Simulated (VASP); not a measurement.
The system is MgO.

```xyz
4
Lattice="2.9231 -0.0820 0.0000 -1.5325 2.5724 0.0000 0.0000 0.0000 5.0921" Properties=species:S:1:pos:R:3 pbc="T T T"
Mg    0.0000    0.0000    0.0000
Mg    0.0000    0.0000    2.5461
O    -0.0457    1.6837    1.2730
O     1.4362    0.8067    3.8191
```

This cell differs from its parent crystal: shear xy strain -5.6%.

Base run:

* Program: VASP 6.6.1
* Functional: PBE
* Potentials or basis: VASP PAW PBE potentials, release 64 (Mg, O)
* Cutoff: 520 eV
* k mesh: 12 × 12 × 6
* Occupations: fermi-dirac, width 0.02 eV
* Spin: no spin polarisation

Its results: band gap on the k mesh 4.31 eV; pressure 5.4 GPa.

Question: The run is repeated on the same cell with these changes: functional from PBE to r2SCAN; occupations from fermi-dirac, width 0.02 eV to gaussian, width 0.01 eV. What comes out?

Answer: Band gap on the k mesh 5.16 eV; pressure -0.6 GPa.

Caveats: the cell stands under pressure (at least some runs); the PAW data sets were made with another functional, which shifts forces and pressure a little (at least some runs).

A k mesh can miss the band edges.
